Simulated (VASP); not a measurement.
Write the native input for VASP 6.6.1 that does the following.

| Quantity | Value |
| --- | --- |
| Task | relaxation of cell and atoms |
| Functional | PBE |
| Potentials or basis | VASP PAW PBE potentials, release 64 (Sc_sv, Ta_pv) |
| Cutoff | 600 eV |
| k mesh | 6 × 6 × 4 |
| Occupations | gaussian, width 0.1 eV |
| Spin | no spin polarisation |
| Dipole correction | no |
| Further INCAR settings | ALGO = Normal; EDIFF = 1e-06; IBRION = 2; EDIFFG = -0.04; NSW = 90; ISIF = 3 |

The structure of ScTa2 lies in POSCAR:

```
ScTa2
1.0
    4.0145788800      0.0000000000      0.0000000000
   -2.0072894400      3.4767272900      0.0000000000
    0.0000000000      0.0000000000      4.3372394900
Sc Ta
1 2
Direct
    0.0000000000      0.0000000000      0.0000000000
    0.3333333300      0.6666666700      0.5087273300
    0.6666666700      0.3333333300      0.4912726700
```

One way to write it, as run:

INCAR

```
SYSTEM = ScTa2
PREC = Accurate
ENCUT = 600
EDIFF = 1E-6
ISMEAR = 0
SIGMA = 0.1
LREAL = .FALSE.
LASPH = .TRUE.
NELM = 80
ALGO = Normal
ISIF = 3
LWAVE = .FALSE.
LCHARG = .FALSE.
GGA = PE
IBRION = 2
NSW = 90
EDIFFG = -0.04
```

KPOINTS

```
regular mesh
0
G
  6 6 4
  0 0 0
```

Potentials or basis: VASP PAW PBE potentials, release 64 (Sc_sv, Ta_pv).

Run with:

```sh
$ cat potpaw_PBE.64/Sc_sv/POTCAR potpaw_PBE.64/Ta_pv/POTCAR > POTCAR
$ mpirun -np 1 vasp_std > vasp.out
```

Results of the run:

```
Relaxed volume                         : 19.91 Å³/atom
Relaxed cell                           : a = 4.830 Å, b = 4.830 Å, c = 2.957 Å, α = 90.00°, β = 90.00°, γ = 120.00°
Space group after relaxing (to 0.05 Å) : P6/mmm (No. 191)
Energy gained by relaxing              : 1162.2 meV/atom
Ionic steps                            : 16
Pressure after relaxing                : -0.1 GPa
Largest force after relaxing           : 0.032 eV/Å
```

Caveat: the k points lie up to 0.53 Å⁻¹ apart in the final cell.

Wall time 4.4 min on 1 thread of AMD EPYC 9R45 96-Core Processor (Zen 5), on a shared host, peak memory 0.2 GiB.
